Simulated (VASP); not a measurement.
# WS2 in VASP: a series of runs

WS2 is run at these levels: PBEsol; tasks: single point.

All numbers are computed with VASP 6.6.1; they aren't measurements. Logs are shortened: lines on timing, memory, paths and dates and some standing lists are left out, and cuts for length are marked.

### Step 1. The cell of the first run

The structure is hexagonal, space group P6_3/mmc (No. 194). Conventional cell: a = 3.272 Å, b = 3.272 Å, c = 12.508 Å, α = 90.00°, β = 90.00°, γ = 120.00°. Within 3.3 Å of W (site symmetry -6m2) lie 6 S at 2.43 Å and 6 W at 3.27 Å. Within 3.3 Å of S (site symmetry 3m) lie 3 W at 2.43 Å and 7 S at 3.05 to 3.27 Å.

### Step 2. Single point, PBEsol

INCAR reads:

```
SYSTEM = WS2
PREC = Accurate ; ENCUT = 520
EDIFF = 1E-7 ; ISMEAR = 0
SIGMA = 0.02 ; LREAL = .FALSE.
LASPH = .TRUE. ; NELM = 80
ALGO = Normal ; ISIF = 2
LWAVE = .FALSE. ; LCHARG = .TRUE.
GGA = PS ; LELF = .TRUE.
LVHAR = .TRUE. ; NBANDS = 35
```

KPOINTS reads:

```
Automatic mesh
0
G
  12 12 2
  0 0 0
```

POSCAR reads:

```
WS2
1.0
    3.2719270380      0.0000000000      0.0000000000
   -1.6359635190      2.8335719342      0.0000000000
    0.0000000000      0.0000000000     12.5084027589
W S
2 4
Direct
    0.3333333333      0.6666666667      0.2500000000
    0.6666666667      0.3333333333      0.7500000000
    0.3333333333      0.6666666667      0.6281687295
    0.6666666667      0.3333333333      0.1281687295
    0.3333333333      0.6666666667      0.8718312705
    0.6666666667      0.3333333333      0.3718312705
```

Potentials or basis: VASP PAW PBE potentials, release 64 (W_sv, S).

Started as:

```bash
> cat potpaw_PBE.64/W_sv/POTCAR potpaw_PBE.64/S/POTCAR > POTCAR
> mpirun -np 1 vasp_std > vasp.out
```

OUTCAR:

```text
SYSTEM = WS2
   PREC = Accurate
   ENCUT = 520
   EDIFF = 1E-7
   ISMEAR = 0
   LREAL = .FALSE.
   LASPH = .TRUE.
   NELM = 80
   ISIF = 2
   GGA = PS

 ion  position               nearest neighbor table
   1  0.333  0.667  0.250-   4 2.43   6 2.43   4 2.43   6 2.43   4 2.43   6 2.43
   2  0.667  0.333  0.750-   3 2.43   5 2.43   3 2.43   5 2.43   3 2.43   5 2.43
   3  0.333  0.667  0.628-   2 2.43   2 2.43   2 2.43
   4  0.667  0.333  0.128-   1 2.43   1 2.43   1 2.43
   5  0.333  0.667  0.872-   2 2.43   2 2.43   2 2.43
   6  0.667  0.333  0.372-   1 2.43   1 2.43   1 2.43

  LATTYP: Found a hexagonal cell.
 ALAT       =     3.2719270380
 C/A-ratio  =     3.8229467264

  Lattice vectors:

 A1 = (   3.2719270380,   0.0000000000,   0.0000000000)
 A2 = (  -1.6359635190,   2.8335719342,   0.0000000000)
 A3 = (   0.0000000000,   0.0000000000,  12.5084027589)

Analysis of symmetry for initial positions (statically):
=====================================================================
 Subroutine PRICEL returns:
 Original cell was already a primitive cell.

 Routine SETGRP: Setting up the symmetry group for a
 hexagonal supercell.

 Subroutine GETGRP returns: Found 24 space group operations
 (whereof 12 operations were pure point group operations)
 out of a pool of 24 trial point group operations.

The static configuration has the point symmetry D_3d.
 The point group associated with its full space group is D_6h.

Analysis of symmetry for dynamics (positions and initial velocities):
=====================================================================
 Subroutine PRICEL returns:
 Original cell was already a primitive cell.

 Routine SETGRP: Setting up the symmetry group for a
 hexagonal supercell.

 Subroutine GETGRP returns: Found 24 space group operations
 (whereof 12 operations were pure point group operations)
 out of a pool of 24 trial point group operations.

The dynamic configuration has the point symmetry D_3d.
 The point group associated with its full space group is D_6h.

 Subroutine INISYM returns: Found 24 space group operations
 (whereof 12 operations are pure point group operations),
 and found     1 'primitive' translations

----------------------------------------------------------------------------------------

                                     Primitive cell

  volume of cell :     115.9684

  direct lattice vectors                    reciprocal lattice vectors
     3.271927038  0.000000000  0.000000000     0.305630287  0.176455729  0.000000000
    -1.635963519  2.833571934  0.000000000     0.000000000  0.352911457  0.000000000
     0.000000000  0.000000000 12.508402759     0.000000000  0.000000000  0.079946258

  length of vectors
     3.271927038  3.271927038 12.508402759     0.352911457  0.352911457  0.079946258

  position of ions in fractional coordinates (direct lattice)
     0.333333333  0.666666667  0.250000000
     0.666666667  0.333333333  0.750000000
     0.333333333  0.666666667  0.628168729
     0.666666667  0.333333333  0.128168729
     0.333333333  0.666666667  0.871831271
     0.666666667  0.333333333  0.371831271

  ion indices of the primitive-cell ions
   primitive index   ion index
                 1           1
                 2           2
                 3           3
                 4           4
                 5           5
                 6           6

----------------------------------------------------------------------------------------

 KPOINTS: Automatic mesh

Automatic generation of k-mesh.
 Grid dimensions read from file:
 generate k-points for:   12   12    2

 Generating k-lattice:

  Cartesian coordinates                     Fractional coordinates (reciprocal lattice)
     0.025469191  0.014704644  0.000000000     0.083333333  0.000000000  0.000000000
     0.000000000  0.029409288  0.000000000     0.000000000  0.083333333  0.000000000
     0.000000000  0.000000000  0.039973129     0.000000000  0.000000000  0.500000000

  Length of vectors
     0.029409288  0.029409288  0.039973129

[... 55 lines left out ...]
  band No.  band energies     occupation
      1     -68.3322      2.00000
      2     -68.3322      2.00000
      3     -32.5143      2.00000
      4     -32.5143      2.00000
      5     -32.4719      2.00000
      6     -32.4719      2.00000
[... 27 lines left out ...]
     34       8.6964      0.00000
     35      10.9050      0.00000

 k-point     3 :       0.1667    0.0000    0.0000
  band No.  band energies     occupation
      1     -68.3302      2.00000
      2     -68.3302      2.00000
      3     -32.5188      2.00000
      4     -32.5188      2.00000
      5     -32.5059      2.00000
      6     -32.5059      2.00000
[... 27 lines left out ...]
     34       9.1599      0.00000
     35      12.0025      0.00000

 k-point     4 :       0.2500    0.0000    0.0000
  band No.  band energies     occupation
      1     -68.3273      2.00000
      2     -68.3273      2.00000
      3     -32.5822      2.00000
      4     -32.5822      2.00000
      5     -32.4945      2.00000
      6     -32.4945      2.00000
[... 27 lines left out ...]
     34       9.7381      0.00000
     35      12.7645      0.00000

 k-point     5 :       0.3333    0.0000    0.0000
  band No.  band energies     occupation
      1     -68.3245      2.00000
      2     -68.3245      2.00000
      3     -32.6448      2.00000
      4     -32.6448      2.00000
      5     -32.4997      2.00000
      6     -32.4997      2.00000
[... 638 lines left out ...]
 k-point    22 :       0.1667    0.0000    0.5000
  band No.  band energies     occupation
      1     -68.3302      2.00000
      2     -68.3302      2.00000
      3     -32.5188      2.00000
      4     -32.5188      2.00000
      5     -32.5059      2.00000
      6     -32.5059      2.00000
[... 27 lines left out ...]
     34       9.1222      0.00000
     35      12.1625      0.00000

 k-point    23 :       0.2500    0.0000    0.5000
  band No.  band energies     occupation
      1     -68.3274      2.00000
      2     -68.3274      2.00000
      3     -32.5822      2.00000
      4     -32.5822      2.00000
      5     -32.4945      2.00000
      6     -32.4945      2.00000
[... 27 lines left out ...]
     34       9.6583      0.00000
     35      12.8005      0.00000

 k-point    24 :       0.3333    0.0000    0.5000
  band No.  band energies     occupation
      1     -68.3245      2.00000
      2     -68.3245      2.00000
      3     -32.6448      2.00000
      4     -32.6448      2.00000
      5     -32.4997      2.00000
      6     -32.4997      2.00000
[... 27 lines left out ...]
     34      10.0727      0.00000
     35      12.1255      0.00000

 [... further k-points ...]

------------------------ aborting loop because EDIFF is reached ----------------------------------------

  FORCE on cell =-STRESS in cart. coord.  units (eV):
  Direction    XX          YY          ZZ          XY          YZ          ZX
  --------------------------------------------------------------------------------------
  -------------------------------------------------------------------------------------
  Total       -7.2989343     -7.2989343      0.0798267      0.0000000      0.0000000      0.0000000
  in kB     -100.8394174   -100.8394174      1.1028571      0.0000000      0.0000000      0.0000000
  external PRESSURE =     -66.8586592 kB  Pullay stress =       0.0000000 kB

 VOLUME and BASIS-vectors are now :
 -----------------------------------------------------------------------------
  energy-cutoff  :      520.00
  volume of cell :      115.97
      direct lattice vectors                 reciprocal lattice vectors
     3.271927038  0.000000000  0.000000000     0.305630287  0.176455729  0.000000000
    -1.635963519  2.833571934  0.000000000     0.000000000  0.352911457  0.000000000
     0.000000000  0.000000000 12.508402759     0.000000000  0.000000000  0.079946258

 POSITION                                       TOTAL-FORCE (eV/Angst)
 -----------------------------------------------------------------------------------
     -0.00000      1.88905      3.12710         0.000000     -0.000000      0.000000
      1.63596      0.94452      9.38130        -0.000000      0.000000      0.000000
     -0.00000      1.88905      7.85739         0.000000     -0.000000     -0.019058
      1.63596      0.94452      1.60319        -0.000000      0.000000     -0.019058
     -0.00000      1.88905     10.90522         0.000000     -0.000000      0.019058
      1.63596      0.94452      4.65102        -0.000000      0.000000      0.019058
 -----------------------------------------------------------------------------------
    total drift:                               -0.000000      0.000000     -0.000000

  FREE ENERGIE OF THE ION-ELECTRON SYSTEM (eV)
  ---------------------------------------------------
  free  energy   TOTEN  =       -50.2654886282 eV

  energy  without entropy=      -50.2654886282  energy(sigma->0) =      -50.26548863
```

Run time: 3.5 min. Hardware: 1 thread of Intel Xeon 8259CL, shared host; peak memory 0.3 GiB.

Results:

```
Free energy            : -50.2655 eV
Pressure               : -6.7 GPa
Largest force          : 0.019 eV/Å
Band gap on the k mesh : 0.55 eV (least direct gap 1.39 eV)
```

Forces in eV/Å, atoms in the order of the input:
```
W    0.000  0.000  0.000
W    0.000  0.000  0.000
S    0.000  0.000 -0.019
S    0.000  0.000 -0.019
S    0.000  0.000  0.019
S    0.000  0.000  0.019
```

Stress tensor (GPa, compression positive):
```
-10.08   0.00   0.00
  0.00 -10.08   0.00
  0.00   0.00   0.11
```

Caveat: the cell stands under tension; the PAW data sets were made with another functional, which shifts forces and pressure a little; spin-orbit coupling is left out, which moves the levels of the heavy elements; this functional lacks dispersion, which binds the layers, so the pressure and a relaxed spacing across them are unreliable.

### Step 3. Single point, PBEsol (biaxial strain in the a-b plane: +6.0 %)

INCAR reads:

```
SYSTEM = WS2
PREC = Accurate
ENCUT = 520
EDIFF = 1E-7
ISMEAR = 0
SIGMA = 0.02
LREAL = .False.
LASPH = .True.
NELM = 80
ALGO = Normal
ISIF = 2
LWAVE = .False.
LCHARG = .False.
GGA = PS
NBANDS = 35
```

KPOINTS reads:

```
Automatic mesh
0
Gamma
  12 12 2
  0 0 0
```

Edit POSCAR of step 2 so:

```diff
@@ -2,5 +2,5 @@
 1.0
-    3.2719270380      0.0000000000      0.0000000000
-   -1.6359635190      2.8335719342      0.0000000000
-    0.0000000000      0.0000000000     12.5084027589
+    3.3348487118      0.0000000000      0.0000000000
+   -1.6674243559      2.8880637022      0.0000000000
+    0.0000000000      0.0000000000     12.2472402949
 W S
```

Potentials or basis: VASP PAW PBE potentials, release 64 (W_sv, S).

Started as:

```bash
> cat potpaw_PBE.64/W_sv/POTCAR potpaw_PBE.64/S/POTCAR > POTCAR
> mpirun -np 1 vasp_std > vasp.out
```

Run time: 4 min. Hardware: 1 thread of Intel Xeon 8259CL, shared host; peak memory 0.32 GiB.

The run converged. Its results:

```
Free energy            : -49.9168 eV
Pressure               : -8.4 GPa
Largest force          : 0.245 eV/Å
Band gap on the k mesh : 0.12 eV (least direct gap 1.19 eV)
```

Forces on the atoms (eV/Å):
```
W    0.000  0.000  0.000
W    0.000  0.000  0.000
S    0.000  0.000 -0.245
S    0.000  0.000 -0.245
S    0.000  0.000  0.245
S    0.000  0.000  0.245
```

Stress tensor (GPa, compression positive):
```
-13.71   0.00   0.00
  0.00 -13.71   0.00
  0.00   0.00   2.19
```

Levels at points of the mesh, in eV from the valence-band top:
| k point | band 24 | band 25 | band 26 | band 27 | band 28 | band 29 |
| --- | --- | --- | --- | --- | --- | --- |
| (0.00, 0.00, 0.00) | -1.31 | -0.78 | 0.00 | 1.59 | 1.59 | 1.59 |
| (0.50, 0.00, 0.00) | -2.52 | -1.91 | -1.66 | 1.21 | 1.26 | 1.58 |
| (0.00, 0.00, 0.50) | -2.49 | -0.19 | -0.19 | 1.59 | 1.59 | 1.59 |
| (0.50, 0.00, 0.50) | -2.64 | -1.76 | -1.76 | 1.24 | 1.24 | 1.60 |

Caveat: the cell differs from its parent crystal (biaxial strain in the a-b plane: +6.0 %); the cell stands under tension; the PAW data sets were made with another functional, which shifts forces and pressure a little; spin-orbit coupling is left out, which moves the levels of the heavy elements; this functional lacks dispersion, which binds the layers, so the pressure and a relaxed spacing across them are unreliable. A k mesh can miss the band edges.

### Step 4. Single point, PBEsol (biaxial strain in the a-b plane: +6.0 %, then relaxed in part)

INCAR reads:

```
  PREC = Accurate
  ENCUT = 520
  EDIFF = 1E-6
  ISMEAR = 0
  SIGMA = 0.02
  LREAL = F
  LASPH = T
  NELM = 60
  ALGO = Normal
  ISIF = 2
  LWAVE = F
  LCHARG = F
  GGA = PS
  NBANDS = 35
```

KPOINTS reads:

```
regular mesh
0
Gamma
  12 12 2
```

POSCAR reads:

```
WS2
1.0
    3.3348487118      0.0000000000      0.0000000000
   -1.6674243559      2.8880637022      0.0000000000
    0.0000000000      0.0000000000     12.4203140752
W S
2 4
Direct
    0.3333333333      0.6666666667      0.2500000000
    0.6666666667      0.3333333333      0.7500000000
    0.3333333333      0.6666666667      0.6288978978
    0.6666666667      0.3333333333      0.1288978978
    0.3333333333      0.6666666667      0.8711021022
    0.6666666667      0.3333333333      0.3711021022
```

Started as:

```bash
> cat potpaw_PBE.64/W_sv/POTCAR potpaw_PBE.64/S/POTCAR > POTCAR
> mpirun -np 1 vasp_std > vasp.out
```

It took 3.4 min on 1 thread of Intel Xeon 8259CL, shared host; peak memory 0.32 GiB.

It converged, with:

```
Free energy            : -49.9245 eV
Pressure               : -9.4 GPa
Largest force          : 0.017 eV/Å
Band gap on the k mesh : 0.23 eV (least direct gap 1.22 eV)
```

Forces in eV/Å, atoms in the order of the input:
```
W    0.000  0.000  0.000
W    0.000  0.000  0.000
S    0.000  0.000 -0.017
S    0.000  0.000 -0.017
S    0.000  0.000  0.017
S    0.000  0.000  0.017
```

Stress tensor (GPa, compression positive):
```
-14.18   0.00   0.00
  0.00 -14.18   0.00
  0.00   0.00   0.10
```

Levels at points of the mesh, in eV from the valence-band top:
| k point | band 22 | band 23 | band 24 | band 25 | band 26 | band 27 | band 28 | band 29 | band 30 | band 31 |
| --- | --- | --- | --- | --- | --- | --- | --- | --- | --- | --- |
| (0.00, 0.00, 0.00) | -2.87 | -2.87 | -1.37 | -0.75 | 0.00 | 1.65 | 1.65 | 1.65 | 1.65 | 1.93 |
| (0.50, 0.00, 0.00) | -2.65 | -2.54 | -2.50 | -1.82 | -1.61 | 1.29 | 1.33 | 1.67 | 1.70 | 2.69 |
| (0.00, 0.00, 0.50) | -2.89 | -2.47 | -2.47 | -0.19 | -0.19 | 1.65 | 1.65 | 1.65 | 1.65 | 2.01 |
| (0.50, 0.00, 0.50) | -2.61 | -2.60 | -2.60 | -1.70 | -1.70 | 1.31 | 1.31 | 1.68 | 1.68 | 2.97 |

Caveat: the cell differs from its parent crystal (biaxial strain in the a-b plane: +6.0 %, then relaxed in part); the cell stands under tension; the PAW data sets were made with another functional, which shifts forces and pressure a little; spin-orbit coupling is left out, which moves the levels of the heavy elements; this functional lacks dispersion, which binds the layers, so the pressure and a relaxed spacing across them are unreliable. A k mesh can miss the band edges.

### Step 5. Single point, PBEsol (uniaxial strain along a: -4.0 %, then relaxed in part)

INCAR reads:

```
ALGO     = Normal         # electronic algorithm
EDIFF    = 1E-6           # SCF threshold, eV
ENCUT    = 500            # plane-wave cutoff, eV
GGA      = PS             # functional
GGA_COMPAT= F            
ISIF     = 2              # what is computed and relaxed
ISMEAR   = 0              # smearing method
LASPH    = T              # aspherical terms in the spheres
LCHARG   = F              # write CHGCAR
LREAL    = F              # projectors in reciprocal space
LWAVE    = F              # write WAVECAR
NBANDS   = 35             # bands
NELM     = 120            # most SCF steps
PREC     = Accurate       # precision mode
SIGMA    = 0.02           # smearing width, eV
```

KPOINTS reads:

```
k-points
0
Gamma
  12 12 2
```

POSCAR reads:

```
WS2
1.0
    3.0202400161      0.0016451500      0.0000000000
   -1.5086210611      2.7455555105      0.0000000000
    0.0000000000      0.0000000000     12.7779415531
W S
2 4
Direct
    0.3335766073      0.6671437979      0.2500000000
    0.6664233927      0.3328562021      0.7500000000
    0.3358134960      0.6719108414      0.6258784343
    0.6641865040      0.3280891586      0.1258784343
    0.3358134960      0.6719108414      0.8741215657
    0.6641865040      0.3280891586      0.3741215657
```

Started as:

```bash
> cat potpaw_PBE.64/W_sv/POTCAR potpaw_PBE.64/S/POTCAR > POTCAR
> mpirun -np 1 vasp_std > vasp.out
```

It took 4.9 min on 1 thread of AMD EPYC 9R45 (Zen 5), shared host; peak memory 0.47 GiB.

It converged, with:

```
Free energy            : -50.4081 eV
Pressure               : 3.8 GPa
Largest force          : 0.022 eV/Å
Band gap on the k mesh : 1.17 eV (least direct gap 2.10 eV)
```

Forces in eV/Å, atoms in the order of the input:
```
W    0.000  0.001  0.000
W    0.000 -0.001  0.000
S    0.000  0.001 -0.022
S    0.000 -0.001 -0.022
S    0.000  0.001  0.022
S    0.000 -0.001  0.022
```

Stress tensor (GPa, compression positive):
```
11.10 -0.11  0.00
-0.11  0.04  0.00
 0.00  0.00  0.14
```

Levels at points of the mesh, in eV from the valence-band top:
| k point | band 24 | band 25 | band 26 | band 27 | band 28 | band 29 |
| --- | --- | --- | --- | --- | --- | --- |
| (0.00, 0.00, 0.00) | -1.50 | -1.19 | 0.00 | 2.56 | 2.64 | 2.65 |
| (0.50, 0.00, 0.00) | -1.48 | -1.31 | -1.23 | 2.77 | 2.81 | 3.09 |
| (0.00, 0.50, 0.00) | -1.50 | -1.05 | -0.93 | 2.88 | 2.91 | 3.07 |
| (0.50, 0.50, 0.00) | -1.49 | -1.30 | -1.22 | 2.78 | 2.82 | 3.09 |
| (0.00, 0.00, 0.50) | -1.51 | -0.35 | -0.35 | 2.60 | 2.60 | 2.66 |
| (0.50, 0.00, 0.50) | -1.55 | -1.27 | -1.27 | 2.80 | 2.80 | 3.29 |
| (0.00, 0.50, 0.50) | -1.55 | -0.99 | -0.99 | 2.90 | 2.90 | 3.20 |
| (0.50, 0.50, 0.50) | -1.56 | -1.26 | -1.26 | 2.81 | 2.81 | 3.29 |

Caveat: the cell differs from its parent crystal (uniaxial strain along a: -4.0 %, then relaxed in part); the cell stands under pressure; the PAW data sets were made with another functional, which shifts forces and pressure a little; spin-orbit coupling is left out, which moves the levels of the heavy elements; this functional lacks dispersion, which binds the layers, so the pressure and a relaxed spacing across them are unreliable.

### Step 6. The runs side by side

```tsv
cell	cutoff (eV)	gap on the mesh (eV)	pressure (GPa)	largest force (eV/Å)
a = 3.272, b = 3.272, c = 12.508 Å, angles 90.0, 90.0, 120.0°, 6 atoms, atomic positions A	520	0.55	-6.7	0.02
a = 3.335, b = 3.335, c = 12.247 Å, angles 90.0, 90.0, 120.0°, 6 atoms, atomic positions A	520	0.12	-8.4	0.25
a = 3.335, b = 3.335, c = 12.420 Å, angles 90.0, 90.0, 120.0°, 6 atoms, atomic positions A	520	0.23	-9.4	0.02
a = 3.020, b = 3.133, c = 12.778 Å, angles 90.0, 90.0, 118.8°, 6 atoms, atomic positions B	500	1.17	3.8	0.02
```

Alike in all rows: task single point; level PBEsol; potentials or basis VASP PAW PBE potentials, release 64 (W_sv, S); no spin polarisation; k mesh 12 × 12 × 2; smearing gaussian 0.02 eV.

Caveats: the PAW data sets were made with another functional, which shifts forces and pressure a little; spin-orbit coupling is left out, which moves the levels of the heavy elements; this functional lacks dispersion, which binds the layers, so the pressure and a relaxed spacing across them are unreliable; the cell stands under tension (at least some runs); the cell stands under pressure (at least some runs).

Absolute energies hang on the potentials; compare differences alone.
